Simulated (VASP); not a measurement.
Crystal: C.

```
CELL_PARAMETERS angstrom
0.00000 1.78500 1.78500
1.78500 0.00000 1.78500
1.78500 1.78500 0.00000
ATOMIC_POSITIONS crystal
C 0.00000 0.00000 0.00000
C 0.25000 0.25000 0.25000
```

| Quantity | Value |
| --- | --- |
| Program | VASP 6.6.1 |
| Task | relaxation of cell and atoms |
| Functional | LDA |
| Potentials or basis | VASP PAW LDA potentials, release 64 (C) |
| Cutoff | 600 eV |
| k mesh | 26 × 26 × 26 |
| Occupations | gaussian, width 0.02 eV |
| Spin | no spin polarisation |

At the start: pressure -13.5 GPa; volume 5.69 Å³/atom.

Q: Where does the relaxation end?

A: Over 3 steps the energy falls by 7.4 meV/atom and the volume is 5.52 Å³/atom (-3.0 %); space group Fd-3m (No. 227, to 0.05 Å).

The path:
```
step  energy change (eV)  largest force (eV/Å)  pressure (GPa)  volume (Å³)
   1              0.0000                0.0000          -13.52        11.37
   2              0.0108                0.0000           19.79        10.60
   3             -0.0149                0.0000           -0.13        11.03
```

Final structure:
```cif
data_structure
_symmetry_space_group_name_H-M 'P 1'
_symmetry_Int_Tables_number 1
_cell_length_a 2.4989
_cell_length_b 2.4989
_cell_length_c 2.4989
_cell_angle_alpha 60.000
_cell_angle_beta 60.000
_cell_angle_gamma 60.000
_cell_volume 11.03
loop_
_atom_site_label
_atom_site_type_symbol
_atom_site_fract_x
_atom_site_fract_y
_atom_site_fract_z
_atom_site_occupancy
C1 C 0.00000 0.00000 0.00000 1
C2 C 0.25000 0.25000 0.25000 1
```
